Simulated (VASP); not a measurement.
A run of VASP 6.6.1 is set up as follows.

File INCAR:

```
SYSTEM = Mo
ALGO = Normal
EDIFF = 1E-6
EDIFFG = -0.04
ENCUT = 600
GGA = PE
IBRION = 2
ISIF = 3
ISMEAR = 0
LASPH = .TRUE.
LCHARG = .FALSE.
LREAL = .FALSE.
LWAVE = .FALSE.
NELM = 100
NSW = 90
PREC = Accurate
SIGMA = 0.1
```

KPOINTS

```
k-points
0
G
  6 6 4
  0 0 0
```

Contents of POSCAR:

```
Mo
1.0
    3.5636301557      0.0000000000      0.0000000000
   -1.7818150778      3.0861942445      0.0000000000
    0.0000000000      0.0000000000      5.8799897569
Mo
4
Direct
    0.3333333333      0.6666666667      0.4375000000
    0.6666666667      0.3333333333      0.9375000000
    0.6666666667      0.3333333333      0.5625000000
    0.3333333333      0.6666666667      0.0625000000
```

Potentials or basis: VASP PAW PBE potentials, release 64 (Mo_sv).

The run is started by

```sh
$ cat potpaw_PBE.64/Mo_sv/POTCAR > POTCAR
$ mpirun -np 1 vasp_std > vasp.out
```

Question: What does it give for the relaxed volume?

Answer: 16.56 Å³/atom.

Question: What does it give for the band gap on the k mesh?

Answer: Zero (band 28 reaches 12.23 eV, above the bottom of band 29 at 10.73 eV).

Question: Predict the space group after relaxing (to 0.05 Å).

Answer: P6_3/mmc (No. 194).

Final structure:
```xyz
4
Lattice="2.8955 0.0000 0.0000 -1.4478 2.5076 0.0000 0.0000 0.0000 9.1207" Properties=species:S:1:pos:R:3 pbc="T T T"
Mo    0.0000    1.6717    3.4999
Mo    1.4478    0.8359    8.0603
Mo    1.4478    0.8359    5.6208
Mo    0.0000    1.6717    1.0604
```
